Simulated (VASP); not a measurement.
## Sn: single point with LDA

Crystal: Sn.

```
Sn
1.0
     0.00000    3.24560    3.24560
     3.24560    0.00000    3.24560
     3.24560    3.24560    0.00000
Sn
2
Direct
  0.50000 0.50000 0.50000
  0.75000 0.75000 0.75000
```

| Item | Value |
| --- | --- |
| Program | VASP 6.6.1 |
| Task | single point |
| Functional | LDA |
| Potentials or basis | VASP PAW LDA potentials, release 64 (Sn_d) |
| Cutoff | 520 eV |
| k mesh | 6 × 6 × 6 |
| Occupations | gaussian, width 0.1 eV |
| Spin | no spin polarisation |

```yaml
Pressure: -0.3 GPa
Band_gap_on_the_k_mesh: zero (band 14 reaches 5.45 eV, above the bottom of band 15 at 5.26 eV)
```

Levels at points of the mesh, in eV from the Fermi level:
| k point | band 12 | band 13 | band 14 | band 15 | band 16 | band 17 |
| --- | --- | --- | --- | --- | --- | --- |
| (0.00, 0.00, 0.00) | -0.69 | 0.19 | 0.19 | 0.19 | 2.25 | 2.25 |
| (0.50, 0.00, 0.00) | -6.23 | -1.01 | -1.01 | 0.00 | 3.33 | 3.33 |
| (0.50, 0.50, 0.00) | -7.45 | -2.35 | -2.35 | 0.87 | 0.87 | 7.75 |

Run time: 15 s on 1 thread of Intel(R) Xeon(R) Platinum 8488C (Sapphire Rapids), on a shared host, peak memory 0.17 GiB.

Caveat: spin-orbit coupling is left out, which moves the levels of the heavy elements.
